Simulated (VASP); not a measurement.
Wanted: the native input for a VASP 6.6.1 run.

| Quantity | Value |
| --- | --- |
| Task | relaxation of cell and atoms |
| Functional | PBE |
| Potentials or basis | VASP PAW PBE potentials, release 64 (Mg, O) |
| Cutoff | 600 eV |
| k mesh | 9 × 9 × 6 |
| Occupations | gaussian, width 0.02 eV |
| Spin | no spin polarisation |
| Dipole correction | no |
| Further INCAR settings | ALGO = Normal; EDIFF = 1e-06; IBRION = 2; EDIFFG = -0.01; NSW = 65; ISIF = 3 |

The structure of MgO lies in POSCAR:

```
MgO
1.0
    3.0078485001      0.0000000000      0.0000000000
   -1.5039242501      2.6048732118      0.0000000000
    0.0000000000      0.0000000000      4.9117021012
Mg O
2 2
Direct
    0.0000000000      0.0000000000      0.0000000000
    0.3333333333      0.6666666667      0.5000000000
    0.6666666667      0.3333333333      0.2500000000
    0.6666666667      0.3333333333      0.7500000000
```

These files were run (other wordings do the same):

INCAR

```
  ALGO = Normal
  EDIFF = 1E-6
  EDIFFG = -0.01
  ENCUT = 600
  GGA = PE
  IBRION = 2
  ISIF = 3
  ISMEAR = 0
  LASPH = T
  LCHARG = F
  LREAL = F
  LWAVE = F
  NELM = 100
  NSW = 65
  PREC = Accurate
  SIGMA = 0.02
```

KPOINTS

```
k-points
0
Gamma
  9 9 6
```

Potentials or basis: VASP PAW PBE potentials, release 64 (Mg, O).

Run with:

```sh
$ cat potpaw_PBE.64/Mg/POTCAR potpaw_PBE.64/O/POTCAR > POTCAR
$ mpirun -np 1 vasp_std > vasp.out
```

Results of the run:

```json
{
 "Relaxed volume": "9.87 Å³/atom",
 "Relaxed cell": "a = 2.955 Å, b = 2.955 Å, c = 5.224 Å, α = 90.00°, β = 90.00°, γ = 120.00°",
 "Space group after relaxing (to 0.1 Å)": "P6_3/mmc (No. 194)",
 "Energy gained by relaxing": "65.0 meV/atom",
 "Ionic steps": "8",
 "Pressure after relaxing": "0.0 GPa",
 "Band gap on the k mesh": "2.83 eV (least direct gap 3.18 eV)"
}
```

Wall time 34 s on 1 thread of Intel(R) Xeon(R) 6975P-C (Granite Rapids) (shared host), peak memory 0.18 GiB.
